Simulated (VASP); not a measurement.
Runs of VASP 6.6.1 on K. The structure is that of space group Fm-3m (No. 225), or close to it. The cells are those of the table. This isn't the form of K at room conditions, which is bcc.

```tsv
task	cell	cutoff (eV)	gap on the mesh (eV)	pressure (GPa)
single point	a = 4.179 Å, angles 60.0°, 1 atom	520	none	(a)
relaxation of cell and atoms	relaxed from a = 4.707 Å, angles 60.0°, 1 atom	600	none	0.0
single point	a = 4.707 Å, angles 60.0°, 1 atom	520	none	0.0
single point	a = 4.370 Å, angles 60.0°, 1 atom	520	none	1.2
single point	a = 3.468 Å, angles 60.0°, 1 atom	520	none	16.1
```

Alike in all rows: level PBE; potentials or basis VASP PAW PBE potentials, release 64 (K_sv); no spin polarisation; k mesh 10 × 10 × 10; smearing fermi-dirac 0.1 eV.

Problem. Estimate the missing entries.

Solution. (a) 2.5.

Caveats: the cell stands under pressure (at least some runs).

A gap of «none» marks levels without a gap at the run's occupations.
